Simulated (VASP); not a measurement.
## Ir: single point with r2SCAN

Crystal: Ir.

```
Ir
1.0
     0.00000    1.99649    2.07328
     1.99649    0.00000    2.07328
     1.99649    1.99649    0.00000
Ir
1
Direct
  0.00000 0.00000 0.00000
```

This cell differs from its parent crystal: strain +0.040 along x and y, +0.080 along z.

- Program: VASP 6.6.1
- Task: single point
- Functional: r2SCAN
- Potentials or basis: VASP PAW PBE potentials, release 64 (Ir)
- Cutoff: 520 eV
- k mesh: 22 × 22 × 22
- Occupations: gaussian, width 0.15 eV
- Spin: no spin polarisation
- Dipole correction: no
- Further INCAR settings: ALGO = Normal; EDIFF = 1e-06; NBANDS = 10

```
Pressure : -37.2 GPa
```

Stress tensor (GPa, compression positive):
```
-34.14   0.00   0.00
  0.00 -34.14   0.00
  0.00   0.00 -43.33
```

Levels at points of the mesh, in eV from the Fermi level:
| k point | band 1 | band 2 | band 3 | band 4 | band 5 | band 6 | band 7 | band 8 | band 9 |
| --- | --- | --- | --- | --- | --- | --- | --- | --- | --- |
| (0.00, 0.00, 0.00) | -9.85 | -3.39 | -2.96 | -2.96 | -1.30 | -0.76 | 15.37 | 19.68 | 20.58 |
| (0.50, 0.00, 0.00) | -6.81 | -3.44 | -3.01 | -0.22 | 0.61 | 0.82 | 6.21 | 14.92 | 19.09 |
| (0.50, 0.50, 0.00) | -6.52 | -5.98 | 0.65 | 1.17 | 1.17 | 1.41 | 8.47 | 12.07 | 12.07 |
| (0.50, 0.00, 0.50) | -6.45 | -5.99 | 0.59 | 1.01 | 1.42 | 2.13 | 9.41 | 11.27 | 11.50 |

It took 3.4 min on 1 thread of Intel Xeon 6975P-C (shared host), peak memory 0.28 GiB.

Caveat: the cell differs from its parent crystal (strain +0.040 along x and y, +0.080 along z); the PAW data sets were made with another functional, which shifts forces and pressure a little; spin-orbit coupling is left out, which moves the levels of the heavy elements.
